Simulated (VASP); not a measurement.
Crystal: YCu2Sb3.

```
Y Cu Sb
1.0
     6.56396    0.00000    0.00000
    -3.28198    5.68456    0.00000
     0.00000    0.00000    3.87103
Y Cu Sb
1 2 3
Direct
  0.00000 0.00000 0.00000
  0.33333 0.66667 0.00000
  0.66667 0.33333 0.00000
  0.50000 0.00000 0.50000
  0.50000 0.50000 0.50000
  0.00000 0.50000 0.50000
```

The cell was generated, and may not be a known phase.

| Property | Result |
| --- | --- |
| Program | VASP 6.6.1 |
| Task | relaxation of cell and atoms |
| Functional | PBE |
| Potentials or basis | VASP PAW PBE potentials, release 64 (Y_sv, Cu, Sb) |
| Cutoff | 600 eV |
| k mesh | 9 × 9 × 10 |
| Occupations | gaussian, width 0.1 eV |
| Spin | no spin polarisation |

At the start: pressure -0.4 GPa; volume 24.07 Å³/atom.

How do energy, volume and symmetry change on relaxing?

Over 7 steps the energy falls by 10.1 meV/atom and the volume is 23.71 Å³/atom (-1.5 %); space group P6/mmm (No. 191, to 0.1 Å) before and after.

The path:
```tsv
step	energy change (eV)	largest force (eV/Å)	pressure (GPa)	volume (Å³)
1	0.0000	0.0000	-0.45	144.44
2	-0.0453	0.0000	-0.04	143.01
3	-0.0578	0.0000	0.29	141.98
4	-0.0593	0.0000	0.42	141.55
5	-0.0593	0.0000	0.49	141.41
6	-0.0597	0.0000	-0.35	143.05
7	-0.0607	0.0000	0.04	142.28
```

Final structure:
```
CELL_PARAMETERS angstrom
6.41002 0.00000 0.00000
-3.20501 5.55124 0.00000
0.00000 0.00000 3.99855
ATOMIC_POSITIONS crystal
Y 0.00000 0.00000 0.00000
Cu 0.33333 0.66667 0.00000
Cu 0.66667 0.33333 0.00000
Sb 0.50000 0.00000 0.50000
Sb 0.50000 0.50000 0.50000
Sb 0.00000 0.50000 0.50000
```
